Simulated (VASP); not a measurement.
# Zr3H (P6_3mc) in VASP: relaxation of cell and atoms with PBE

Aim: the relaxation of cell and atoms of Zr3H with PBE.

Program: VASP 6.6.1. These are calculated values, not measurements. Logs are shortened: lines on timing, memory, paths and dates and some standing lists are left out, and cuts for length are marked.

## Step 1: The cell of the first run

Symmetry: P6_3mc, No. 186, hexagonal system. The conventional cell has a = 3.251 Å, b = 3.251 Å, c = 16.096 Å, α = 90.00°, β = 90.00°, γ = 120.00°. Zr (site symmetry 3m) has 1 H at 2.07 Å within 2.7 Å. Within 2.7 Å of Zr (site symmetry 3m) lie 3 H at 2.05 Å. Zr (site symmetry 3m) has 12 Zr at 3.17 to 3.25 Å and 1 H at 3.42 Å within 4.2 Å. H (site symmetry 3m) has 4 Zr at 2.05 to 2.07 Å within 2.7 Å.

## Step 2: Relaxation of cell and atoms, PBE

Contents of INCAR:

```
PREC = Accurate
ENCUT = 600
EDIFF = 1E-6
ISMEAR = 0
SIGMA = 0.1
LREAL = F
LASPH = T
NELM = 60
ALGO = Normal
ISIF = 3
LWAVE = F
LCHARG = F
GGA = PE
IBRION = 2
NSW = 100
EDIFFG = -0.01
```

Contents of KPOINTS:

```
regular mesh
0
Gamma
  12 12 2
```

Contents of POSCAR:

```
Zr3H
1.0
    3.2513514974      0.0000000000      0.0000000000
   -1.6256757487      2.8157529934      0.0000000000
    0.0000000000      0.0000000000     16.0955529756
Zr H
6 2
Direct
    0.3333333333      0.6666666667      0.9938956012
    0.6666666667      0.3333333333      0.1733953021
    0.3333333333      0.6666666667      0.3351416964
    0.6666666667      0.3333333333      0.4938956012
    0.3333333333      0.6666666667      0.6733953021
    0.6666666667      0.3333333333      0.8351416964
    0.3333333333      0.6666666667      0.1225674004
    0.6666666667      0.3333333333      0.6225674004
```

Potentials or basis: VASP PAW PBE potentials, release 64 (Zr_sv, H).

Run with:

```bash
cat potpaw_PBE.64/Zr_sv/POTCAR potpaw_PBE.64/H/POTCAR > POTCAR
mpirun -np 1 vasp_std > vasp.out
```

OUTCAR:

```text
PREC = Accurate
   ENCUT = 600
   EDIFF = 1E-6
   ISMEAR = 0
   LREAL = F
   LASPH = T
   NELM = 60
   ISIF = 3
   GGA = PE
   IBRION = 2
   NSW = 100
   EDIFFG = -0.01

 ion  position               nearest neighbor table
   1  0.333  0.667  0.994-   7 2.07   6 3.17   6 3.17   6 3.17   2 3.45   2 3.45   2 3.45
   2  0.667  0.333  0.173-   7 2.05   7 2.05   7 2.05   3 3.21   3 3.21   3 3.21   1 3.45   1 3.45
                             1 3.45
   3  0.333  0.667  0.335-   4 3.17   4 3.17   4 3.17   2 3.21   2 3.21   2 3.21
   4  0.667  0.333  0.494-   8 2.07   3 3.17   3 3.17   3 3.17   5 3.45   5 3.45   5 3.45
   5  0.333  0.667  0.673-   8 2.05   8 2.05   8 2.05   6 3.21   6 3.21   6 3.21   4 3.45   4 3.45
                             4 3.45
   6  0.667  0.333  0.835-   1 3.17   1 3.17   1 3.17   5 3.21   5 3.21   5 3.21
   7  0.333  0.667  0.123-   2 2.05   2 2.05   2 2.05   1 2.07
   8  0.667  0.333  0.623-   5 2.05   5 2.05   5 2.05   4 2.07

  LATTYP: Found a hexagonal cell.
 ALAT       =     3.2513514974
 C/A-ratio  =     4.9504192298

  Lattice vectors:

 A1 = (   3.2513514974,   0.0000000000,   0.0000000000)
 A2 = (  -1.6256757487,   2.8157529934,   0.0000000000)
 A3 = (   0.0000000000,   0.0000000000,  16.0955529756)

Analysis of symmetry for initial positions (statically):
=====================================================================
 Subroutine PRICEL returns:
 Original cell was already a primitive cell.

 Routine SETGRP: Setting up the symmetry group for a
 hexagonal supercell.

 Subroutine GETGRP returns: Found 12 space group operations
 (whereof  6 operations were pure point group operations)
 out of a pool of 24 trial point group operations.

The static configuration has the point symmetry C_3v.
 The point group associated with its full space group is C_6v.

Analysis of symmetry for dynamics (positions and initial velocities):
=====================================================================
 Subroutine PRICEL returns:
 Original cell was already a primitive cell.

 Routine SETGRP: Setting up the symmetry group for a
 hexagonal supercell.

 Subroutine GETGRP returns: Found 12 space group operations
 (whereof  6 operations were pure point group operations)
 out of a pool of 24 trial point group operations.

The dynamic configuration has the point symmetry C_3v.
 The point group associated with its full space group is C_6v.

 Subroutine INISYM returns: Found 12 space group operations
[... 117 lines left out ...]
   POTIM  = 0.5000    time-step for ionic-motion
   TEBEG  =    0.0;   TEEND  =   0.0 temperature during run
   PSTRESS=    0.0 pullay stress
   NELECT =      74.0000    total number of electrons
   NUPDOWN=      -1.0000    fix difference up-down
   EMIN   =  10.00;   EMAX   =-10.00  energy-range for DOS
   EFERMI =   0.00;   METHOD = LEGACY
   ISMEAR =     0;   SIGMA  =   0.10  broadening in eV -4-tet -1-fermi 0-gaus
   EFERMI_NEDOS =   21; number of points for ismear=-14 and -15
   IALGO  =     38    algorithm
   IMIX   =      4    mixing-type and parameters
     AMIX     =   0.40;   BMIX     =  1.00
     AMIX_MAG =   1.60;   BMIX_MAG =  1.00
  volume/ion in A,a.u.               =      18.42       124.30
  Fermi-wavevector in a.u.,A,eV,Ry     =   1.301260  2.459024 23.038426  1.693277
  Thomas-Fermi vector in A             =   2.432405
   LORBIT       =      0    0 simple, 1 ext, 2 COOP (PROOUT), +10 PAW based schemes
   GGA     = PE    functional components
   LHFCALC =     F    Hartree Fock is set to
   AEXX    =    0.0000 exact exchange contribution
   IVDW    =     0    specifies the selected vdW correction
   LEPSILON=     F    determine dielectric tensor
   LRPA    =     F    only Hartree local field effects (RPA)
 conjugate gradient relaxation of ions
 non-spin polarized calculation
 Gauss-broadening in eV      SIGMA  =   0.10
  energy-cutoff  :      600.00
  volume of cell :      147.35
 maximum number of plane-waves:      4996
 NGX is ok and might be reduce to    28
   NGX = 13   NGY = 13   NGZ = 65

--------------------------------------- Ionic step        1  -------------------------------------------

 number of electron      73.9999999 magnetization

 Free energy of the ion-electron system (eV)
  ---------------------------------------------------
  ext. energy  EPLUGINS =         0.00000000
  ---------------------------------------------------
  free energy    TOTEN  =       -58.95825732 eV

  energy without entropy =      -58.90777565  energy(sigma->0) =      -58.93301649

------------------------ aborting loop because EDIFF is reached ----------------------------------------

  FORCE on cell =-STRESS in cart. coord.  units (eV):
  Direction    XX          YY          ZZ          XY          YZ          ZX
  --------------------------------------------------------------------------------------
  -------------------------------------------------------------------------------------
  Total       -0.0950570     -0.0950570     -0.3024711      0.0000000      0.0000000     -0.0000000
  in kB       -1.0335471     -1.0335471     -3.2887441      0.0000000      0.0000000     -0.0000000
  external PRESSURE =      -1.7852794 kB  Pullay stress =       0.0000000 kB
[... 113 lines left out ...]
--------------------------------------- Ionic step        4  -------------------------------------------

 number of electron      73.9999999 magnetization

 Free energy of the ion-electron system (eV)
  ---------------------------------------------------
  ext. energy  EPLUGINS =         0.00000000
  ---------------------------------------------------
  free energy    TOTEN  =       -58.95924094 eV

  energy without entropy =      -58.90891173  energy(sigma->0) =      -58.93407633

 E-fermi :   8.5990     XC(G=0): -11.0000

 val. band max:        8.5965842143   @ k =   0.1667   0.0000   0.0000
 cond. band min:       8.6075959474   @ k =   0.0833   0.0833   0.5000
 fundamental gap:      0.0110117330
 Fermi energy:         8.5989895995

 k-point     1 :       0.0000    0.0000    0.0000
  band No.  band energies     occupation
      1     -40.2930      2.00000
      2     -40.2750      2.00000
      3     -40.2648      2.00000
      4     -40.2421      2.00000
      5     -40.1288      2.00000
      6     -40.1242      2.00000
[... 1117 lines left out ...]
     43       9.6529      0.00000
     44       9.6529      0.00000

 [... further k-points ...]

------------------------ aborting loop because EDIFF is reached ----------------------------------------

  FORCE on cell =-STRESS in cart. coord.  units (eV):
  Direction    XX          YY          ZZ          XY          YZ          ZX
  --------------------------------------------------------------------------------------
  -------------------------------------------------------------------------------------
  Total       -0.0119118     -0.0119118      0.0697349      0.0000000     -0.0000000      0.0000000
  in kB       -0.1297611     -0.1297611      0.7596557      0.0000000     -0.0000000      0.0000000
  external PRESSURE =       0.1667112 kB  Pullay stress =       0.0000000 kB
[... 23 lines left out ...]
  FREE ENERGIE OF THE ION-ELECTRON SYSTEM (eV)
  ---------------------------------------------------
  free  energy   TOTEN  =       -58.9592409438 eV

  energy  without entropy=      -58.9089117258  energy(sigma->0) =      -58.93407633

 reached required accuracy - stopping structural energy minimisation
```

OSZICAR:

```text
N       E                     dE             d eps       ncg     rms          rms(c)
DAV:   1     0.873541283704E+03    0.87354E+03   -0.42367E+04  3344   0.186E+03
[... 37 lines left out ...]
DAV:   2    -0.589594688291E+02    0.56313E-03   -0.59545E-03  3820   0.479E-01    0.112E-01
DAV:   3    -0.589593295789E+02    0.13925E-03   -0.16746E-03  4608   0.224E-01    0.618E-02
DAV:   4    -0.589592587838E+02    0.70795E-04   -0.12476E-03  4352   0.180E-01    0.430E-02
DAV:   5    -0.589592377685E+02    0.21015E-04   -0.20244E-04  4720   0.755E-02    0.226E-02
DAV:   6    -0.589592435913E+02   -0.58228E-05   -0.53706E-05  4720   0.264E-02    0.886E-03
DAV:   7    -0.589592416150E+02    0.19763E-05   -0.23054E-05  3828   0.218E-02    0.508E-03
DAV:   8    -0.589592409438E+02    0.67123E-06   -0.26002E-06  2584   0.886E-03
   4 F= -.58959241E+02 E0= -.58934076E+02  d E =-.236704E-03
```

It took 18 min on 1 thread of Intel Xeon 8259CL, shared host; peak memory 0.48 GiB.

Results:

* Free energy: -58.9592 eV
* Relaxed volume: 18.38 Å³/atom
* Relaxed cell: a = 3.251 Å, b = 3.251 Å, c = 16.067 Å, α = 90.00°, β = 90.00°, γ = 120.00°
* Space group after relaxing (to 0.1 Å): P6_3mc (No. 186)
* Energy gained by relaxing: 0.1 meV/atom
* Ionic steps: 4
* Pressure after relaxing: 0.0 GPa
* Largest force after relaxing: 0.006 eV/Å
* Band gap on the k mesh: zero (bands 37 and 38 overlap by 1.31 eV)

Forces on the atoms (eV/Å):
```
Zr   0.000  0.000  0.004
Zr   0.000  0.000 -0.006
Zr   0.000  0.000  0.003
Zr   0.000  0.000  0.004
Zr   0.000  0.000 -0.006
Zr   0.000  0.000  0.003
H    0.000  0.000 -0.001
H    0.000  0.000 -0.001
```

The path:
```csv
step,energy change (eV),largest force (eV/Å),pressure (GPa),volume (Å³)
1,0.0000,0.0693,-0.18,147.35
2,-0.0007,0.0339,0.11,146.92
3,-0.0007,0.0311,0.14,146.88
4,-0.0010,0.0057,0.02,147.08
```

Final structure:
```
Zr H
1.0
     3.25121    0.00000    0.00000
    -1.62560    2.81563    0.00000
     0.00000    0.00000   16.06662
Zr H
6 2
Direct
  0.33333 0.66667 0.99428
  0.66667 0.33333 0.17317
  0.33333 0.66667 0.33519
  0.66667 0.33333 0.49428
  0.33333 0.66667 0.67317
  0.66667 0.33333 0.83519
  0.33333 0.66667 0.12236
  0.66667 0.33333 0.62236
```
